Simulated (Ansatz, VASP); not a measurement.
## One calculation of Nb2PdSe4, two programs

```
Nb Pd Se
1.0
     0.00000    3.52764    0.00000
    -2.81911    0.00000    5.84627
     6.87510   -1.76382   -0.01210
Nb Pd Se
2 1 4
Cartesian
  1.4694 1.7638 4.0177
  2.5866 0.0000 1.8164
  0.0000 0.0000 0.0000
  0.1500 0.0000 2.6927
  3.9060 1.7638 3.1414
  4.8652 0.0000 0.1035
  -0.8092 1.7638 5.7307
```

Alike in both runs: task single point; functional PBE; k mesh 6 × 4 × 6; occupations gaussian, width 0.2 eV; no spin polarisation.

```csv
,VASP,Ansatz
version,VASP 6.6.1,Ansatz 0.2.0
potentials or method,"VASP PAW PBE potentials, release 64 (Nb_sv, Pd, Se), cutoff 520 eV","scalar-relativistic, plane waves, PAW"
valence electrons in the cell,60,108
```

```csv
,VASP,Ansatz,Ansatz less VASP
gap on the k mesh at the Fermi level (eV),none,none,-
pressure (GPa),0.0,0.0,+0.05
"traceless stress, the component that is largest in VASP (GPa)",0.11,0.11,+0.002
rms of the force components (eV/Å),0.013,0.013,+0.0003
```

Atom by atom the forces differ by 0.002 eV/Å (rms over components). A gap of «none» marks a metal or a gap that the smearing closes. With one functional, cell and mesh, what is left measures potentials, basis and numerics. VASP's potentials hold 60 valence electrons a cell and Ansatz's 108, so a difference there can come from the potentials and not from the codes.
